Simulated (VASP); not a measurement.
# SnSe (Fm-3m) in VASP: notebook

The runs below take SnSe through single point, with PBE, r2SCAN.

All numbers are computed with VASP 6.6.1; they aren't measurements. Logs are shortened: lines on timing, memory, paths and dates and some standing lists are left out, and cuts for length are marked.

### 1 The cell of the first run

It takes space group Fm-3m (No. 225, cubic). The conventional cell has a = 5.970 Å, b = 5.970 Å, c = 5.970 Å, α = 90.00°, β = 90.00°, γ = 90.00°. Sn (site symmetry m-3m) has 6 Se at 2.98 Å within 3.9 Å. Se (site symmetry m-3m) has 6 Sn at 2.98 Å within 3.9 Å.

### 2 Single point, PBE

Input file INCAR:

```
ALGO = Normal
EDIFF = 1E-6
ENCUT = 520
GGA = PE
ISIF = 2
ISMEAR = 0
LASPH = T
LCHARG = T
LELF = T
LREAL = F
LVHAR = T
LWAVE = F
NBANDS = 17
NELM = 60
PREC = Accurate
SIGMA = 0.01
```

Input file KPOINTS:

```
k-points
0
Gamma
  6 6 6
```

Input file POSCAR:

```
SnSe
1.0
    0.0000000000      2.9848893437      2.9848893437
    2.9848893437      0.0000000000      2.9848893437
    2.9848893437      2.9848893437      0.0000000000
Sn Se
1 1
Direct
    0.0000000000      0.0000000000      0.0000000000
    0.5000000000      0.5000000000      0.5000000000
```

Potentials or basis: VASP PAW PBE potentials, release 64 (Sn_d, Se).

Started as:

```bash
> cat potpaw_PBE.64/Sn_d/POTCAR potpaw_PBE.64/Se/POTCAR > POTCAR
> mpirun -np 1 vasp_std > vasp.out
```

OUTCAR:

```text
EDIFF = 1E-6
   ENCUT = 520
   GGA = PE
   ISIF = 2
   ISMEAR = 0
   LASPH = T
   LREAL = F
   NELM = 60
   PREC = Accurate

 ion  position               nearest neighbor table
   1  0.000  0.000  0.000-   2 2.98   2 2.98   2 2.98   2 2.98   2 2.98   2 2.98
   2  0.500  0.500  0.500-   1 2.98   1 2.98   1 2.98   1 2.98   1 2.98   1 2.98

  LATTYP: Found a face centered cubic cell.
 ALAT       =     5.9697786874

  Lattice vectors:

 A1 = (   0.0000000000,   2.9848893437,   2.9848893437)
 A2 = (   2.9848893437,   0.0000000000,   2.9848893437)
 A3 = (   2.9848893437,   2.9848893437,   0.0000000000)

Analysis of symmetry for initial positions (statically):
=====================================================================
 Subroutine PRICEL returns:
 Original cell was already a primitive cell.

 Routine SETGRP: Setting up the symmetry group for a
 face centered cubic supercell.

 Subroutine GETGRP returns: Found 48 space group operations
 (whereof 48 operations were pure point group operations)
 out of a pool of 48 trial point group operations.

The static configuration has the point symmetry O_h .

Analysis of symmetry for dynamics (positions and initial velocities):
=====================================================================
 Subroutine PRICEL returns:
 Original cell was already a primitive cell.

 Routine SETGRP: Setting up the symmetry group for a
 face centered cubic supercell.

 Subroutine GETGRP returns: Found 48 space group operations
 (whereof 48 operations were pure point group operations)
 out of a pool of 48 trial point group operations.

The dynamic configuration has the point symmetry O_h .

 Subroutine INISYM returns: Found 48 space group operations
 (whereof 48 operations are pure point group operations),
 and found     1 'primitive' translations

----------------------------------------------------------------------------------------

                                     Primitive cell

  volume of cell :      53.1881

  direct lattice vectors                    reciprocal lattice vectors
     0.000000000  2.984889344  2.984889344    -0.167510397  0.167510397  0.167510397
     2.984889344  0.000000000  2.984889344     0.167510397 -0.167510397  0.167510397
     2.984889344  2.984889344  0.000000000     0.167510397  0.167510397 -0.167510397

  length of vectors
     4.221270992  4.221270992  4.221270992     0.290136519  0.290136519  0.290136519

  position of ions in fractional coordinates (direct lattice)
     0.000000000  0.000000000  0.000000000
     0.500000000  0.500000000  0.500000000

  ion indices of the primitive-cell ions
   primitive index   ion index
                 1           1
                 2           2

----------------------------------------------------------------------------------------

 KPOINTS: k-points

Automatic generation of k-mesh.
 Grid dimensions read from file:
 generate k-points for:    6    6    6

 Generating k-lattice:

  Cartesian coordinates                     Fractional coordinates (reciprocal lattice)
    -0.027918400  0.027918400  0.027918400     0.166666667  0.000000000  0.000000000
     0.027918400 -0.027918400  0.027918400     0.000000000  0.166666667  0.000000000
     0.027918400  0.027918400 -0.027918400     0.000000000  0.000000000  0.166666667

  Length of vectors
     0.048356087  0.048356087  0.048356087

  Shift w.r.t. Gamma in fractional coordinates (k-lattice)
     0.000000000  0.000000000  0.000000000

 Subroutine IBZKPT returns following result:
 ===========================================

 Found     16 irreducible k-points:

 Following reciprocal coordinates:
            Coordinates               Weight
  0.000000  0.000000  0.000000      1.000000
  0.166667  0.000000  0.000000      8.000000
  0.333333  0.000000  0.000000      8.000000
  0.500000  0.000000  0.000000      4.000000
  0.166667  0.166667  0.000000      6.000000
  0.333333  0.166667  0.000000     24.000000
[... 8 lines left out ...]
 -0.333333  0.333333  0.166667     24.000000
 -0.333333  0.500000  0.166667     12.000000
   k-points           NKPTS =     16   k-points in BZ     NKDIM =     16   number of bands    NBANDS=     17
   number of dos      NEDOS =    301   number of ions     NIONS =      2
   total plane-waves  NPLWV =  32768
   dimension x,y,z NGX =    32 NGY =   32 NGZ =   32
   dimension x,y,z NGXF=    64 NGYF=   64 NGZF=   64
   ions per type =               1   1
   NGX,Y,Z   is equivalent  to a cutoff of  12.60, 12.60, 12.60 a.u.
   NGXF,Y,Z  is equivalent  to a cutoff of  25.21, 25.21, 25.21 a.u.
 SYSTEM =  unknown system
   PREC   = accura    normal or accurate (medium, high low for compatibility)
   ISTART =      0    job   : 0-new  1-cont  2-samecut
   ICHARG =      2    charge: 1-file 2-atom 10-const
   ISPIN  =      1    spin polarized calculation?
   LNONCOLLINEAR =      F non collinear calculations
   LSORBIT =      F    spin-orbit coupling
   LASPH  =      T    aspherical Exc in radial PAW
   ENCUT  =  520.0 eV  38.22 Ry    6.18 a.u.   7.85  7.85  7.85*2*pi/ulx,y,z
   NELM   =     60;   NELMIN=  2; NELMDL= -5     # of ELM steps
   EDIFF  = 0.1E-05   stopping-criterion for ELM
   LREAL  =      F    real-space projection
   EDIFFG = 0.1E-04   stopping-criterion for IOM
   NSW    =      0    number of steps for IOM
   IBRION =     -1    ionic relax: 0-MD 1-quasi-New 2-CG
   NFREE  =      0    steps in history (QN), initial steepest desc. (CG)
   ISIF   =      2    stress and relaxation
   ISYM   =      2    0-nonsym 1-usesym 2-fastsym
   POTIM  = 0.5000    time-step for ionic-motion
   TEBEG  =    0.0;   TEEND  =   0.0 temperature during run
   PSTRESS=    0.0 pullay stress
   NELECT =      20.0000    total number of electrons
   NUPDOWN=      -1.0000    fix difference up-down
   EMIN   =  10.00;   EMAX   =-10.00  energy-range for DOS
   EFERMI =   0.00;   METHOD = LEGACY
   ISMEAR =     0;   SIGMA  =   0.01  broadening in eV -4-tet -1-fermi 0-gaus
   EFERMI_NEDOS =   21; number of points for ismear=-14 and -15
   IALGO  =     38    algorithm
   IMIX   =      4    mixing-type and parameters
     AMIX     =   0.40;   BMIX     =  1.00
     AMIX_MAG =   1.60;   BMIX_MAG =  1.00
  volume/ion in A,a.u.               =      26.59       179.47
  Fermi-wavevector in a.u.,A,eV,Ry     =   1.181626  2.232949 18.996989  1.396239
  Thomas-Fermi vector in A             =   2.317896
   LORBIT       =      0    0 simple, 1 ext, 2 COOP (PROOUT), +10 PAW based schemes
   GGA     = PE    functional components
   LHFCALC =     F    Hartree Fock is set to
   AEXX    =    0.0000 exact exchange contribution
   IVDW    =     0    specifies the selected vdW correction
   LEPSILON=     F    determine dielectric tensor
   LRPA    =     F    only Hartree local field effects (RPA)
 non-spin polarized calculation
 Gauss-broadening in eV      SIGMA  =   0.01
  energy-cutoff  :      520.00
  volume of cell :       53.19
 maximum number of plane-waves:      1459
   NGX = 15   NGY = 15   NGZ = 15

 number of electron      20.0000008 magnetization

 Free energy of the ion-electron system (eV)
  ---------------------------------------------------
  ext. energy  EPLUGINS =         0.00000000
  ---------------------------------------------------
  free energy    TOTEN  =        -8.22446172 eV

  energy without entropy =       -8.22446172  energy(sigma->0) =       -8.22446172

 E-fermi :   5.8839     XC(G=0):  -9.7213

 val. band max:        5.8410160298   @ k =   0.5000   0.0000   0.0000
 cond. band min:       6.5323133445   @ k =   0.5000   0.0000   0.0000
 fundamental gap:      0.6912973147
 Fermi energy:         5.8838808002

 k-point     1 :       0.0000    0.0000    0.0000
  band No.  band energies     occupation
      1     -15.7395      2.00000
      2     -15.7395      2.00000
      3     -15.7395      2.00000
      4     -15.7389      2.00000
      5     -15.7389      2.00000
      6      -8.1868      2.00000
[... 9 lines left out ...]
     16      11.6989      0.00000
     17      14.0458      0.00000

 k-point     2 :       0.1667    0.0000    0.0000
  band No.  band energies     occupation
      1     -15.7412      2.00000
      2     -15.7412      2.00000
      3     -15.7388      2.00000
      4     -15.7358      2.00000
      5     -15.7358      2.00000
      6      -7.9875      2.00000
[... 9 lines left out ...]
     16      12.3420      0.00000
     17      15.7733      0.00000

 k-point     3 :       0.3333    0.0000    0.0000
  band No.  band energies     occupation
      1     -15.7457      2.00000
      2     -15.7457      2.00000
      3     -15.7375      2.00000
      4     -15.7286      2.00000
      5     -15.7286      2.00000
      6      -7.5078      2.00000
[... 9 lines left out ...]
     16      14.0021      0.00000
     17      17.8872      0.00000

 k-point     4 :       0.5000    0.0000    0.0000
  band No.  band energies     occupation
      1     -15.7480      2.00000
      2     -15.7480      2.00000
      3     -15.7369      2.00000
      4     -15.7250      2.00000
      5     -15.7250      2.00000
      6      -7.2031      2.00000
[... 9 lines left out ...]
     16      16.0989      0.00000
     17      16.0989      0.00000

 k-point     5 :       0.1667    0.1667    0.0000
  band No.  band energies     occupation
      1     -15.7448      2.00000
      2     -15.7413      2.00000
      3     -15.7368      2.00000
      4     -15.7347      2.00000
      5     -15.7347      2.00000
      6      -7.9207      2.00000
[... 9 lines left out ...]
     16      13.4424      0.00000
     17      14.4077      0.00000

 k-point     6 :       0.3333    0.1667    0.0000
  band No.  band energies     occupation
      1     -15.7507      2.00000
      2     -15.7404      2.00000
      3     -15.7391      2.00000
      4     -15.7303      2.00000
      5     -15.7276      2.00000
      6      -7.5301      2.00000
[... 9 lines left out ...]
     16      14.9276      0.00000
     17      16.5597      0.00000

 k-point     7 :       0.5000    0.1667    0.0000
  band No.  band energies     occupation
      1     -15.7527      2.00000
      2     -15.7432      2.00000
      3     -15.7362      2.00000
      4     -15.7281      2.00000
      5     -15.7242      2.00000
      6      -7.1370      2.00000
[... 9 lines left out ...]
     16      16.2836      0.00000
     17      16.6883      0.00000

 k-point     8 :      -0.3333    0.1667    0.0000
  band No.  band energies     occupation
      1     -15.7491      2.00000
      2     -15.7449      2.00000
      3     -15.7351      2.00000
      4     -15.7281      2.00000
      5     -15.7277      2.00000
      6      -7.2388      2.00000
[... 9 lines left out ...]
     16      15.3532      0.00000
     17      17.0127      0.00000

 k-point     9 :      -0.1667    0.1667    0.0000
  band No.  band energies     occupation
      1     -15.7434      2.00000
      2     -15.7434      2.00000
      3     -15.7379      2.00000
      4     -15.7343      2.00000
      5     -15.7300      2.00000
      6      -7.6899      2.00000
[... 9 lines left out ...]
     16      14.5093      0.00000
     17      15.1975      0.00000

 k-point    10 :       0.3333    0.3333    0.0000
  band No.  band energies     occupation
      1     -15.7611      2.00000
      2     -15.7449      2.00000
      3     -15.7325      2.00000
      4     -15.7250      2.00000
      5     -15.7250      2.00000
      6      -7.2869      2.00000
[... 9 lines left out ...]
     16      16.6300      0.00000
     17      16.8647      0.00000

 k-point    11 :       0.5000    0.3333    0.0000
  band No.  band energies     occupation
      1     -15.7646      2.00000
      2     -15.7430      2.00000
      3     -15.7342      2.00000
      4     -15.7235      2.00000
      5     -15.7219      2.00000
      6      -6.9875      2.00000
[... 9 lines left out ...]
     16      17.0344      0.00000
     17      17.3705      0.00000

 k-point    12 :      -0.3333    0.3333    0.0000
  band No.  band energies     occupation
      1     -15.7581      2.00000
      2     -15.7392      2.00000
      3     -15.7352      2.00000
      4     -15.7282      2.00000
      5     -15.7246      2.00000
      6      -6.9615      2.00000
[... 9 lines left out ...]
     16      14.9650      0.00000
     17      17.5335      0.00000

 k-point    13 :       0.5000    0.5000    0.0000
  band No.  band energies     occupation
      1     -15.7713      2.00000
      2     -15.7468      2.00000
      3     -15.7304      2.00000
      4     -15.7200      2.00000
      5     -15.7200      2.00000
      6      -6.9027      2.00000
[... 9 lines left out ...]
     16      17.7199      0.00000
     17      18.5472      0.00000

 k-point    14 :       0.5000    0.3333    0.1667
  band No.  band energies     occupation
      1     -15.7559      2.00000
      2     -15.7391      2.00000
      3     -15.7391      2.00000
      4     -15.7268      2.00000
      5     -15.7252      2.00000
      6      -7.1693      2.00000
[... 9 lines left out ...]
     16      15.8895      0.00000
     17      16.4287      0.00000

 k-point    15 :      -0.3333    0.3333    0.1667
  band No.  band energies     occupation
      1     -15.7575      2.00000
      2     -15.7404      2.00000
      3     -15.7332      2.00000
      4     -15.7318      2.00000
      5     -15.7224      2.00000
      6      -6.9614      2.00000
[... 9 lines left out ...]
     16      17.3491      0.00000
     17      17.4157      0.00000

 k-point    16 :      -0.3333    0.5000    0.1667
  band No.  band energies     occupation
      1     -15.7642      2.00000
      2     -15.7402      2.00000
      3     -15.7355      2.00000
      4     -15.7269      2.00000
      5     -15.7200      2.00000
      6      -6.8808      2.00000
[... 9 lines left out ...]
     16      17.1616      0.00000
     17      18.6430      0.00000

------------------------ aborting loop because EDIFF is reached ----------------------------------------

  FORCE on cell =-STRESS in cart. coord.  units (eV):
  Direction    XX          YY          ZZ          XY          YZ          ZX
  --------------------------------------------------------------------------------------
  -------------------------------------------------------------------------------------
  Total        0.6512965      0.6512965      0.6512965      0.0000000      0.0000000      0.0000000
  in kB       19.6188993     19.6188993     19.6188993      0.0000000      0.0000000      0.0000000
  external PRESSURE =      19.6188993 kB  Pullay stress =       0.0000000 kB

 VOLUME and BASIS-vectors are now :
 -----------------------------------------------------------------------------
  energy-cutoff  :      520.00
  volume of cell :       53.19
      direct lattice vectors                 reciprocal lattice vectors
     0.000000000  2.984889344  2.984889344    -0.167510397  0.167510397  0.167510397
     2.984889344  0.000000000  2.984889344     0.167510397 -0.167510397  0.167510397
     2.984889344  2.984889344  0.000000000     0.167510397  0.167510397 -0.167510397

 POSITION                                       TOTAL-FORCE (eV/Angst)
 -----------------------------------------------------------------------------------
      0.00000      0.00000      0.00000        -0.000000      0.000000     -0.000000
      2.98489      2.98489      2.98489         0.000000     -0.000000      0.000000
 -----------------------------------------------------------------------------------
    total drift:                                0.000000     -0.000000     -0.000000

  FREE ENERGIE OF THE ION-ELECTRON SYSTEM (eV)
  ---------------------------------------------------
  free  energy   TOTEN  =        -8.2244617213 eV

  energy  without entropy=       -8.2244617212  energy(sigma->0) =       -8.22446172
```

Wall time 14 s (1 thread of Intel Xeon 6975P-C, shared host); peak memory 0.18 GiB.

Results:

```
Free energy            : -8.2245 eV
Pressure               : 2.0 GPa
Band gap on the k mesh : 0.69 eV, direct
```

Caveat: spin-orbit coupling is left out, which moves the levels of the heavy elements. A k mesh can miss the band edges.

(Continued in part 2 of 2.)
